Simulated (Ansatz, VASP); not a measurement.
PtSe2 in VASP and in Ansatz

```
CELL_PARAMETERS angstrom
3.77215 0.00000 0.00000
-1.88608 3.26678 0.00000
0.00000 0.00000 9.64237
ATOMIC_POSITIONS crystal
Pt 0.00000 0.00000 0.00000
Pt 0.00000 0.00000 0.50000
Se 0.33333 0.66667 0.13269
Se 0.66667 0.33333 0.36731
Se 0.33333 0.66667 0.63269
Se 0.66667 0.33333 0.86731
```

Alike in both runs: task single point; functional PBE; dispersion D3(BJ); k mesh 8 × 8 × 4; occupations gaussian, width 0.05 eV; collinear spin.

|  | VASP | Ansatz |
| --- | --- | --- |
| version | VASP 6.6.1 | Ansatz 0.2.0 |
| potentials or method | VASP PAW PBE potentials, release 64 (Pt, Se), cutoff 520 eV | scalar-relativistic, plane waves, PAW |
| valence electrons in the cell | 44 | 100 |

```tsv
	VASP	Ansatz	Ansatz less VASP
gap on the k mesh at the Fermi level (eV)	none	none	-
pressure (GPa)	-0.1	0.0	+0.03
rms of the force components (eV/Å)	0.008	0.005	-0.0029
net moment per atom (μB)	0.00	0.00	0.000
```

A gap of «none» marks a metal or a gap that the smearing closes. VASP's potentials hold 44 valence electrons a cell and Ansatz's 100, so a difference there can come from the potentials and not from the codes. Ansatz's warnings: seeded moment not kept.

Neither program's run includes spin-orbit coupling.
